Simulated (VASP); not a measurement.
Write the native input for VASP 6.6.1 that does the following.

```
Task                   : relaxation of cell and atoms
Functional             : PBE
Potentials or basis    : VASP PAW PBE potentials, release 64 (Li_sv, Br)
Cutoff                 : 750 eV
k mesh                 : 8 × 8 × 8
Occupations            : gaussian, width 0.02 eV
Spin                   : no spin polarisation
Dipole correction      : no
Further INCAR settings : ALGO = Normal; EDIFF = 1e-07; IBRION = 2; EDIFFG = -0.005; NSW = 100; ISIF = 3
```

The structure of LiBr lies in POSCAR:

```
LiBr
1.0
    0.0000000000      2.7506500000      2.7506500000
    2.7506500000      0.0000000000      2.7506500000
    2.7506500000      2.7506500000      0.0000000000
Li Br
1 1
Direct
    0.0000000000      0.0000000000      0.0000000000
    0.5000000000      0.5000000000      0.5000000000
```

The input as run:

INCAR

```
SYSTEM = LiBr
PREC = Accurate
ENCUT = 750
EDIFF = 1E-7
ISMEAR = 0
SIGMA = 0.02
LREAL = .FALSE.
LASPH = .TRUE.
NELM = 120
ALGO = Normal
ISIF = 3
LWAVE = .FALSE.
LCHARG = .FALSE.
GGA = PE
IBRION = 2
NSW = 100
EDIFFG = -0.005
GGA_COMPAT = .FALSE.
NELMIN = 4
```

KPOINTS

```
regular mesh
0
G
  8 8 8
  0 0 0
```

Potentials or basis: VASP PAW PBE potentials, release 64 (Li_sv, Br).

Run with:

```bash
$ cat potpaw_PBE.64/Li_sv/POTCAR potpaw_PBE.64/Br/POTCAR > POTCAR
$ mpirun -np 1 vasp_std > vasp.out
```

It gave:

```
Relaxed volume                         : 20.85 Å³/atom
Relaxed cell                           : a = 3.892 Å, b = 3.892 Å, c = 3.892 Å, α = 60.00°, β = 60.00°, γ = 60.00°
Space group after relaxing (to 0.05 Å) : Fm-3m (No. 225)
Energy gained by relaxing              : 0.0 meV/atom
Ionic steps                            : 2
Pressure after relaxing                : 0.0 GPa
Band gap on the k mesh                 : 4.93 eV, direct
```

Run time: 49 s on 1 thread of Intel Xeon 8259CL, on a shared host, peak memory 0.22 GiB.
